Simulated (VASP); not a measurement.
Here is a VASP 6.6.1 calculation.

File INCAR:

```
SYSTEM = Ti3Al5
  ALGO = Fast
  EDIFF = 1E-7
  ENCUT = 520
  GGA = PS
  ISIF = 2
  ISMEAR = 0
  LASPH = .True.
  LCHARG = .True.
  LELF = .True.
  LREAL = .False.
  LVHAR = .True.
  LWAVE = .False.
  NBANDS = 36
  NELM = 60
  PREC = Accurate
  SIGMA = 0.15
```

File KPOINTS:

```
k-points
0
Gamma
  10 10 6
  0 0 0
```

The input POSCAR:

```
Ti3Al5
1.0
    3.6891303640      0.0000000000      0.0000000000
    0.0000000000      3.6891303640      0.0000000000
    0.0000000000      0.0000000000      8.2968849545
Ti Al
3 5
Direct
    0.0000000000      0.0000000000      0.5000000000
    0.5000000000      0.5000000000      0.0000000000
    0.5000000000      0.5000000000      0.5000000000
    0.0000000000      0.5000000000      0.2523516174
    0.0000000000      0.5000000000      0.7476483826
    0.5000000000      0.0000000000      0.2523516174
    0.5000000000      0.0000000000      0.7476483826
    0.0000000000      0.0000000000      0.0000000000
```

Potentials or basis: VASP PAW PBE potentials, release 64 (Ti_sv, Al).

The run is started by

```sh
$ cat potpaw_PBE.64/Ti_sv/POTCAR potpaw_PBE.64/Al/POTCAR > POTCAR
$ mpirun -np 1 vasp_std > vasp.out
```

(1) Estimate the pressure.

(2) Predict the largest force.

(3) Estimate the band gap on the k mesh.

## Answers

(1) 14.8 GPa.

(2) 0.163 eV/Å.

(3) zero (an odd number of electrons rules out a gap without spin polarisation).

Caveat: the cell differs from its parent crystal (strain -0.050 along x and y, +0.000 along z); the stress differs along the axes, from 8 to 18 GPa; the PAW data sets were made with another functional, which shifts forces and pressure a little.
